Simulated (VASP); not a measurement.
# Pt (P6_3/mmc) in VASP: further runs, part 3 of 3

VASP 6.6.1. The steps go on from the part before.

## (5) Single point, r2SCAN

This run uses another cell than the first one, of the same volume but with other edges.

POSCAR reads:

```
Pt
1.0
    2.5294883801      0.0000000000      0.0000000000
   -1.2647441900      2.1906011957      0.0000000000
    0.0000000000      0.0000000000      5.7080949461
Pt
2
Direct
    0.6666666667      0.3333333333      0.7500000000
    0.3333333333      0.6666666667      0.2500000000
```

INCAR.step1 reads:

```
SYSTEM = Pt
ALGO = Normal
EDIFF = 1E-4
ENCUT = 520
GGA = PE
ISMEAR = 0
LASPH = .TRUE.
LCHARG = .FALSE.
LREAL = .FALSE.
LWAVE = .TRUE.
NBANDS = 17
NELM = 60
PREC = Accurate
SIGMA = 0.15
```

INCAR.step2 reads:

```
SYSTEM = Pt
ALGO = Normal
EDIFF = 1E-6
ENCUT = 520
ISIF = 2
ISMEAR = 0
ISTART = 1
LASPH = .TRUE.
LCHARG = .TRUE.
LELF = .TRUE.
LMIXTAU = .TRUE.
LREAL = .FALSE.
LVHAR = .TRUE.
LWAVE = .FALSE.
METAGGA = R2SCAN
NBANDS = 17
NELM = 60
PREC = Accurate
SIGMA = 0.15
```

KPOINTS reads:

```
k-points
0
G
  24 24 12
  0 0 0
```

Potentials or basis: VASP PAW PBE potentials, release 64 (Pt).

Launch:

```console
$ cat potpaw_PBE.64/Pt/POTCAR > POTCAR
$ cp INCAR.step1 INCAR
$ mpirun -np 1 vasp_std > vasp.out
$ cp INCAR.step2 INCAR
$ mpirun -np 1 vasp_std > vasp.out
```

OUTCAR:

```text
SYSTEM = Pt
   EDIFF = 1E-6
   ENCUT = 520
   ISIF = 2
   ISMEAR = 0
   ISTART = 1
   LASPH = .TRUE.
   LREAL = .FALSE.
   METAGGA = R2SCAN
   NELM = 60
   PREC = Accurate

 ion  position               nearest neighbor table
   1  0.667  0.333  0.750-   2 3.21   2 3.21   2 3.21   2 3.21   2 3.21   2 3.21
   2  0.333  0.667  0.250-   1 3.21   1 3.21   1 3.21   1 3.21   1 3.21   1 3.21

  LATTYP: Found a hexagonal cell.
 ALAT       =     2.5294883801
 C/A-ratio  =     2.2566203470

  Lattice vectors:

[... 670 lines left out ...]
------------------------ aborting loop because EDIFF is reached ----------------------------------------

  FORCE on cell =-STRESS in cart. coord.  units (eV):
  Direction    XX          YY          ZZ          XY          YZ          ZX
  --------------------------------------------------------------------------------------
  -------------------------------------------------------------------------------------
  Total        9.8236910      9.8236910     -3.2258865      0.0000000      0.0000000      0.0000000
  in kB      497.6202873    497.6202872   -163.4076815      0.0000000      0.0000000      0.0000000
  external PRESSURE =     277.2776310 kB  Pullay stress =       0.0000000 kB

 VOLUME and BASIS-vectors are now :
 -----------------------------------------------------------------------------
  energy-cutoff  :      520.00
  volume of cell :       31.63
      direct lattice vectors                 reciprocal lattice vectors
     2.529488380  0.000000000  0.000000000     0.395336863  0.228247844  0.000000000
    -1.264744190  2.190601196  0.000000000     0.000000000  0.456495688  0.000000000
     0.000000000  0.000000000  5.708094946     0.000000000  0.000000000  0.175189798

 POSITION                                       TOTAL-FORCE (eV/Angst)
 -----------------------------------------------------------------------------------
      1.26474      0.73020      4.28107        -0.000000     -0.000000      0.000000
     -0.00000      1.46040      1.42702         0.000000      0.000000      0.000000
 -----------------------------------------------------------------------------------
    total drift:                               -0.000000      0.000000     -0.000000

  FREE ENERGIE OF THE ION-ELECTRON SYSTEM (eV)
  ---------------------------------------------------
  free  energy   TOTEN  =      -101.8519791466 eV

  energy  without entropy=     -101.8190758045  energy(sigma->0) =     -101.83552748
```

OSZICAR.step1:

```text
N       E                     dE             d eps       ncg     rms          rms(c)
DAV:   1     0.105217354583E+03    0.10522E+03   -0.10513E+04 14526   0.113E+03
DAV:   2    -0.981383826453E+01   -0.11503E+03   -0.10946E+03 15869   0.247E+02
DAV:   3    -0.117148618362E+02   -0.19010E+01   -0.18803E+01 17941   0.319E+01
DAV:   4    -0.117255856259E+02   -0.10724E-01   -0.10722E-01 17422   0.246E+00
DAV:   5    -0.117257074894E+02   -0.12186E-03   -0.12186E-03 17967   0.271E-01    0.195E+01
DAV:   6    -0.110649817151E+02    0.66073E+00   -0.10303E+00 16079   0.867E+00    0.108E+01
DAV:   7    -0.109839948380E+02    0.80987E-01   -0.21704E-01 17527   0.397E+00    0.282E+00
DAV:   8    -0.109744293145E+02    0.95655E-02   -0.28325E-02 15859   0.135E+00    0.507E-01
DAV:   9    -0.109742874492E+02    0.14187E-03   -0.19683E-04 15926   0.115E-01    0.370E-02
DAV:  10    -0.109742995710E+02   -0.12122E-04   -0.12289E-05  8240   0.267E-02
   1 F= -.10974300E+02 E0= -.10956965E+02  d E =-.346694E-01
```

Wall time 5.2 min (1 thread of AMD EPYC 9R45 (Zen 5), shared host); peak memory 0.27 GiB.

What came out:

| Property | Result |
| --- | --- |
| Free energy | -101.8520 eV |
| Pressure | 27.7 GPa |
| Band gap on the k mesh | zero (bands 10 and 11 overlap by 2.49 eV) |

Stress tensor (GPa, compression positive):
```
 49.76   0.00   0.00
  0.00  49.76   0.00
  0.00   0.00 -16.34
```

Levels at points of the mesh, in eV from the Fermi level:
| k point | band 7 | band 8 | band 9 | band 10 | band 11 | band 12 | band 13 | band 14 |
| --- | --- | --- | --- | --- | --- | --- | --- | --- |
| (0.00, 0.00, 0.00) | -3.81 | -1.60 | -0.26 | -0.26 | 0.20 | 0.20 | 1.56 | 11.21 |
| (0.50, 0.00, 0.00) | -1.37 | -0.51 | 1.79 | 1.82 | 2.76 | 4.26 | 8.22 | 9.01 |
| (0.00, 0.00, 0.50) | -3.86 | -3.86 | -0.02 | -0.02 | -0.02 | -0.02 | 7.08 | 7.08 |
| (0.50, 0.00, 0.50) | -0.99 | -0.99 | 1.80 | 1.80 | 2.33 | 2.33 | 8.79 | 8.79 |

Caveat: the cell stands under pressure; the PAW data sets were made with another functional, which shifts forces and pressure a little; spin-orbit coupling is left out, which moves the levels of the heavy elements.

## (6) Overview

| cell | gap on the mesh (eV) | pressure (GPa) |
| --- | --- | --- |
| a = 2.598, b = 2.598, c = 5.411 Å, angles 90.0, 90.0, 120.0°, 2 atoms | none | 11.5 |
| a = 2.838, b = 2.838, c = 4.533 Å, angles 90.0, 90.0, 120.0°, 2 atoms | none | -5.7 |
| a = 2.974, b = 2.974, c = 4.130 Å, angles 90.0, 90.0, 120.0°, 2 atoms | none | 0.4 |
| a = 2.529, b = 2.529, c = 5.708 Å, angles 90.0, 90.0, 120.0°, 2 atoms | none | 27.7 |

Alike in all rows: task single point; level r2SCAN; potentials or basis VASP PAW PBE potentials, release 64 (Pt); no spin polarisation; k mesh 24 × 24 × 12; cutoff (eV) 520; smearing gaussian 0.15 eV.

Caveats: the PAW data sets were made with another functional, which shifts forces and pressure a little; spin-orbit coupling is left out, which moves the levels of the heavy elements; the cell stands under pressure (at least some runs); the cell stands under tension (at least some runs).

Total energies depend on the potentials used, so only differences within one code and one set of settings carry meaning.
